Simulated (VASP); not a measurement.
# CsH (I4/mmm) in VASP: further runs

CsH is run at these levels: r2SCAN; tasks: single point.

All numbers are computed with VASP 6.6.1; they aren't measurements. Logs are shortened: lines on timing, memory, paths and dates and some standing lists are left out, and cuts for length are marked.

## 1. The cell of the first run

Symmetry: I4/mmm, No. 139, tetragonal system. The conventional cell has a = 4.017 Å, b = 4.017 Å, c = 8.032 Å, α = 90.00°, β = 90.00°, γ = 90.00°. Within 3.7 Å of Cs (site symmetry 4/mmm) lie 4 H at 2.84 Å. H (site symmetry 4/mmm) has 4 Cs at 2.84 Å within 3.7 Å.

## 2. Single point, r2SCAN

Contents of POSCAR:

```
CsH
1.0
    0.0000000000      2.8403280946      4.0162239258
    2.8403280946      0.0000000000      4.0162239258
    2.8403280946      2.8403280946      0.0000000000
Cs H
1 1
Direct
    0.0000000000      0.0000000000      0.0000000000
    0.5000000000      0.5000000000      0.5000000000
```

Contents of INCAR.step1:

```
ALGO = Normal
EDIFF = 1E-4
ENCUT = 520
GGA = PE
ISMEAR = 0
LASPH = True
LCHARG = False
LREAL = False
LWAVE = True
NBANDS = 12
NELM = 80
PREC = Accurate
SIGMA = 0.05
```

Contents of INCAR.step2:

```
ALGO = Normal
EDIFF = 1E-7
ENCUT = 520
ISIF = 2
ISMEAR = 0
ISTART = 1
LASPH = True
LCHARG = True
LELF = True
LMIXTAU = True
LREAL = False
LVHAR = True
LWAVE = False
METAGGA = R2SCAN
NBANDS = 12
NELM = 80
PREC = Accurate
SIGMA = 0.05
```

Contents of KPOINTS:

```
k-points
0
Gamma
  8 8 8
```

Potentials or basis: VASP PAW PBE potentials, release 64 (Cs_sv, H).

The run is started by

```sh
cat potpaw_PBE.64/Cs_sv/POTCAR potpaw_PBE.64/H/POTCAR > POTCAR
cp INCAR.step1 INCAR
mpirun -np 1 vasp_std > vasp.out
cp INCAR.step2 INCAR
mpirun -np 1 vasp_std > vasp.out
```

OUTCAR:

```text
EDIFF = 1E-7
   ENCUT = 520
   ISIF = 2
   ISMEAR = 0
   ISTART = 1
   LASPH = True
   LREAL = False
   METAGGA = R2SCAN
   NELM = 80
   PREC = Accurate

 ion  position               nearest neighbor table
   1  0.000  0.000  0.000-
   2  0.500  0.500  0.500-

  LATTYP: Found a body centered tetragonal cell.
 ALAT       =     4.0168305130
 C/A-ratio  =     1.9996979772

  Lattice vectors:

 A1 = (  -2.8403280946,   0.0000000000,   4.0162239258)
 A2 = (   2.8403280946,   0.0000000000,   4.0162239258)
 A3 = (   0.0000000000,   2.8403280946,  -4.0162239258)

Analysis of symmetry for initial positions (statically):
=====================================================================
 Subroutine PRICEL returns:
 Original cell was already a primitive cell.

 Routine SETGRP: Setting up the symmetry group for a
 body centered tetragonal supercell.

 Subroutine GETGRP returns: Found 16 space group operations
 (whereof 16 operations were pure point group operations)
 out of a pool of 16 trial point group operations.

The static configuration has the point symmetry D_4h.

Analysis of symmetry for dynamics (positions and initial velocities):
=====================================================================
 Subroutine PRICEL returns:
 Original cell was already a primitive cell.

 Routine SETGRP: Setting up the symmetry group for a
 body centered tetragonal supercell.

 Subroutine GETGRP returns: Found 16 space group operations
 (whereof 16 operations were pure point group operations)
 out of a pool of 16 trial point group operations.

The dynamic configuration has the point symmetry D_4h.

 Subroutine INISYM returns: Found 16 space group operations
 (whereof 16 operations are pure point group operations),
 and found     1 'primitive' translations

----------------------------------------------------------------------------------------

                                     Primitive cell

  volume of cell :      64.8015

  direct lattice vectors                    reciprocal lattice vectors
     0.000000000  2.840328095  4.016223926    -0.176036001  0.176036001  0.124495050
     2.840328095  0.000000000  4.016223926     0.176036001 -0.176036001  0.124495050
     2.840328095  2.840328095  0.000000000     0.176036001  0.176036001 -0.124495050

  length of vectors
     4.919097306  4.919097306  4.016830513     0.278345765  0.278345765  0.278345765

  position of ions in fractional coordinates (direct lattice)
     0.000000000  0.000000000  0.000000000
     0.500000000  0.500000000  0.500000000

  ion indices of the primitive-cell ions
   primitive index   ion index
                 1           1
                 2           2

----------------------------------------------------------------------------------------

 KPOINTS: k-points

Automatic generation of k-mesh.
 Grid dimensions read from file:
 generate k-points for:    8    8    8

 Generating k-lattice:

  Cartesian coordinates                     Fractional coordinates (reciprocal lattice)
    -0.022004500  0.022004500  0.015561881     0.125000000  0.000000000  0.000000000
     0.022004500 -0.022004500  0.015561881     0.000000000  0.125000000  0.000000000
     0.022004500  0.022004500 -0.015561881     0.000000000  0.000000000  0.125000000

  Length of vectors
     0.034793221  0.034793221  0.034793221

  Shift w.r.t. Gamma in fractional coordinates (k-lattice)
     0.000000000  0.000000000  0.000000000

 Subroutine IBZKPT returns following result:
 ===========================================

 Found     59 irreducible k-points:

 Following reciprocal coordinates:
            Coordinates               Weight
  0.000000  0.000000  0.000000      1.000000
  0.125000  0.000000  0.000000      8.000000
  0.250000  0.000000  0.000000      8.000000
  0.375000 -0.000000  0.000000      8.000000
  0.500000  0.000000  0.000000      4.000000
  0.125000  0.125000  0.000000      2.000000
[... 16 lines left out ...]
  0.250000 -0.000000  0.125000     16.000000
  0.375000 -0.000000  0.125000     16.000000
 [... further k-points ...]
   k-points           NKPTS =     59   k-points in BZ     NKDIM =     59   number of bands    NBANDS=     12
   number of dos      NEDOS =    301   number of ions     NIONS =      2
   total plane-waves  NPLWV =  48000
   dimension x,y,z NGX =    40 NGY =   40 NGZ =   30
   dimension x,y,z NGXF=    80 NGYF=   80 NGZF=   60
   ions per type =               1   1
   NGX,Y,Z   is equivalent  to a cutoff of  13.52, 13.52, 12.42 a.u.
   NGXF,Y,Z  is equivalent  to a cutoff of  27.04, 27.04, 24.83 a.u.
 SYSTEM =  unknown system
   PREC   = accura    normal or accurate (medium, high low for compatibility)
   ISTART =      1    job   : 0-new  1-cont  2-samecut
   ICHARG =      0    charge: 1-file 2-atom 10-const
   ISPIN  =      1    spin polarized calculation?
   LNONCOLLINEAR =      F non collinear calculations
   LSORBIT =      F    spin-orbit coupling
   LASPH  =      T    aspherical Exc in radial PAW
   ENCUT  =  520.0 eV  38.22 Ry    6.18 a.u.   9.15  9.15  7.47*2*pi/ulx,y,z
   NELM   =     80;   NELMIN=  2; NELMDL=  0     # of ELM steps
   EDIFF  = 0.1E-06   stopping-criterion for ELM
   LREAL  =      F    real-space projection
   EDIFFG = 0.1E-05   stopping-criterion for IOM
   NSW    =      0    number of steps for IOM
   IBRION =     -1    ionic relax: 0-MD 1-quasi-New 2-CG
   NFREE  =      0    steps in history (QN), initial steepest desc. (CG)
   ISIF   =      2    stress and relaxation
   ISYM   =      2    0-nonsym 1-usesym 2-fastsym
   POTIM  = 0.5000    time-step for ionic-motion
   TEBEG  =    0.0;   TEEND  =   0.0 temperature during run
   PSTRESS=    0.0 pullay stress
   NELECT =      10.0000    total number of electrons
   NUPDOWN=      -1.0000    fix difference up-down
   EMIN   =  10.00;   EMAX   =-10.00  energy-range for DOS
   EFERMI =   0.00;   METHOD = LEGACY
   ISMEAR =     0;   SIGMA  =   0.05  broadening in eV -4-tet -1-fermi 0-gaus
   EFERMI_NEDOS =   21; number of points for ismear=-14 and -15
   IALGO  =     38    algorithm
   IMIX   =      4    mixing-type and parameters
     AMIX     =   0.40;   BMIX     =  1.00
     AMIX_MAG =   1.60;   BMIX_MAG =  1.00
  volume/ion in A,a.u.               =      32.40       218.65
  Fermi-wavevector in a.u.,A,eV,Ry     =   0.878105  1.659378 10.491026  0.771069
  Thomas-Fermi vector in A             =   1.998146
   LORBIT       =      0    0 simple, 1 ext, 2 COOP (PROOUT), +10 PAW based schemes
   METAGGA = R2SCAN    functional components
   LHFCALC =     F    Hartree Fock is set to
   AEXX    =    0.0000 exact exchange contribution
   IVDW    =     0    specifies the selected vdW correction
   LEPSILON=     F    determine dielectric tensor
   LRPA    =     F    only Hartree local field effects (RPA)
 non-spin polarized calculation
 Gauss-broadening in eV      SIGMA  =   0.05
  energy-cutoff  :      520.00
  volume of cell :       64.80
 maximum number of plane-waves:      1769
 NGX is ok and might be reduce to    40
   NGX = 19   NGY = 19   NGZ = 15

 number of electron      10.0000000 magnetization

 Free energy of the ion-electron system (eV)
  ---------------------------------------------------
  ext. energy  EPLUGINS =         0.00000000
  ---------------------------------------------------
  free energy    TOTEN  =       -28.69650593 eV

  energy without entropy =      -28.69650593  energy(sigma->0) =      -28.69650593

 E-fermi :   0.6114     XC(G=0):  -7.4245

 val. band max:        0.3613730555   @ k =   0.5000   0.0000   0.0000
 cond. band min:       2.5518531076   @ k =   0.5000   0.0000   0.0000
 fundamental gap:      2.1904800520
 Fermi energy:         0.6114407089

 k-point     1 :       0.0000    0.0000    0.0000
  band No.  band energies     occupation
      1     -22.0289      2.00000
      2      -8.4667      2.00000
      3      -7.8716      2.00000
      4      -7.8716      2.00000
      5      -1.6721      2.00000
      6       3.4736      0.00000
      7       4.8721      0.00000
      8       6.7310      0.00000
      9       6.7310      0.00000
     10       8.4070      0.00000
     11       9.5150      0.00000
     12       9.6175      0.00000

 k-point     2 :       0.1250    0.0000    0.0000
  band No.  band energies     occupation
      1     -22.0117      2.00000
      2      -8.4849      2.00000
      3      -8.0799      2.00000
      4      -7.8602      2.00000
      5      -1.3801      2.00000
      6       3.5431      0.00000
      7       5.0381      0.00000
      8       5.9400      0.00000
      9       6.8832      0.00000
     10       8.7771      0.00000
     11       8.8018      0.00000
     12       9.0799      0.00000

 k-point     3 :       0.2500    0.0000    0.0000
  band No.  band energies     occupation
      1     -21.9696      2.00000
      2      -8.6106      2.00000
      3      -8.4429      2.00000
      4      -7.8325      2.00000
      5      -0.6990      2.00000
      6       3.4064      0.00000
      7       5.0904      0.00000
      8       5.5856      0.00000
      9       7.1396      0.00000
     10       7.9046      0.00000
     11       8.3720      0.00000
     12       9.9873      0.00000

 k-point     4 :       0.3750   -0.0000    0.0000
  band No.  band energies     occupation
      1     -21.9268      2.00000
      2      -8.9695      2.00000
      3      -8.5138      2.00000
      4      -7.8043      2.00000
      5       0.0163      2.00000
      6       2.8528      0.00000
      7       4.8557      0.00000
      8       6.1100      0.00000
      9       6.7266      0.00000
     10       8.2155      0.00000
     11       8.9523      0.00000
     12      10.5959      0.00000

 k-point     5 :       0.5000    0.0000    0.0000
  band No.  band energies     occupation
      1     -21.9088      2.00000
      2      -9.1196      2.00000
      3      -8.5289      2.00000
      4      -7.7924      2.00000
      5       0.3614      2.00000
      6       2.5519      0.00000
      7       4.6162      0.00000
      8       6.4950      0.00000
      9       6.9629      0.00000
     10       8.2491      0.00000
     11       8.5514      0.00000
     12      11.8068      0.00000
[... 228 lines left out ...]
      1     -21.9913      2.00000
      2      -8.9541      2.00000
      3      -7.9422      2.00000
      4      -7.9422      2.00000
      5      -1.2987      2.00000
      6       4.1245      0.00000
      7       4.2462      0.00000
      8       8.7741      0.00000
      9       9.0424      0.00000
     10       9.0424      0.00000
     11       9.9768      0.00000
     12      10.5584      0.00000

 k-point    22 :       0.1250    0.0000    0.1250
  band No.  band energies     occupation
      1     -21.9974      2.00000
      2      -8.4609      2.00000
      3      -8.1116      2.00000
      4      -8.0049      2.00000
      5      -1.1861      2.00000
      6       3.7023      0.00000
      7       5.3564      0.00000
      8       5.8240      0.00000
      9       6.0242      0.00000
     10       7.4367      0.00000
     11       9.7669      0.00000
     12       9.8582      0.00000

 k-point    23 :       0.2500   -0.0000    0.1250
  band No.  band energies     occupation
      1     -21.9577      2.00000
      2      -8.5372      2.00000
      3      -8.4427      2.00000
      4      -7.9988      2.00000
      5      -0.6827      2.00000
      6       3.7850      0.00000
      7       4.9274      0.00000
      8       5.6061      0.00000
      9       6.4270      0.00000
     10       6.9590      0.00000
     11       9.4341      0.00000
     12      10.7506      0.00000

 k-point    24 :       0.3750   -0.0000    0.1250
  band No.  band energies     occupation
      1     -21.9153      2.00000
      2      -8.9100      2.00000
      3      -8.4888      2.00000
      4      -7.9616      2.00000
      5      -0.1921      2.00000
      6       3.2251      0.00000
      7       5.1040      0.00000
      8       5.3792      0.00000
      9       6.9894      0.00000
     10       7.5633      0.00000
     11       9.5095      0.00000
     12      11.0789      0.00000

 [... further k-points ...]

------------------------ aborting loop because EDIFF is reached ----------------------------------------

  FORCE on cell =-STRESS in cart. coord.  units (eV):
  Direction    XX          YY          ZZ          XY          YZ          ZX
  --------------------------------------------------------------------------------------
  -------------------------------------------------------------------------------------
  Total        1.8235154      1.8235154     -0.5655176      0.0000000      0.0000000      0.0000000
  in kB       45.0853114     45.0853114    -13.9820794      0.0000000      0.0000000      0.0000000
  external PRESSURE =      25.3961811 kB  Pullay stress =       0.0000000 kB

 VOLUME and BASIS-vectors are now :
 -----------------------------------------------------------------------------
  energy-cutoff  :      520.00
  volume of cell :       64.80
      direct lattice vectors                 reciprocal lattice vectors
     0.000000000  2.840328095  4.016223926    -0.176036001  0.176036001  0.124495050
     2.840328095  0.000000000  4.016223926     0.176036001 -0.176036001  0.124495050
     2.840328095  2.840328095  0.000000000     0.176036001  0.176036001 -0.124495050

 POSITION                                       TOTAL-FORCE (eV/Angst)
 -----------------------------------------------------------------------------------
      0.00000      0.00000      0.00000         0.000000      0.000000      0.000000
      2.84033      2.84033      4.01622         0.000000      0.000000     -0.000000
 -----------------------------------------------------------------------------------
    total drift:                                0.000000     -0.000000     -0.000000

  FREE ENERGIE OF THE ION-ELECTRON SYSTEM (eV)
  ---------------------------------------------------
  free  energy   TOTEN  =       -28.6965059274 eV

  energy  without entropy=      -28.6965059274  energy(sigma->0) =      -28.69650593
```

Wall time 1.9 min (1 thread of Intel Xeon Platinum 8488C (Sapphire Rapids), shared host); peak memory 0.24 GiB.

What came out:

```yaml
Free_energy: -28.6965 eV
Pressure: 2.5 GPa
Band_gap_on_the_k_mesh: 2.19 eV, direct
```

Caveat: the PAW data sets were made with another functional, which shifts forces and pressure a little; spin-orbit coupling is left out, which moves the levels of the heavy elements.

(Part 1 of 2 ends here.)
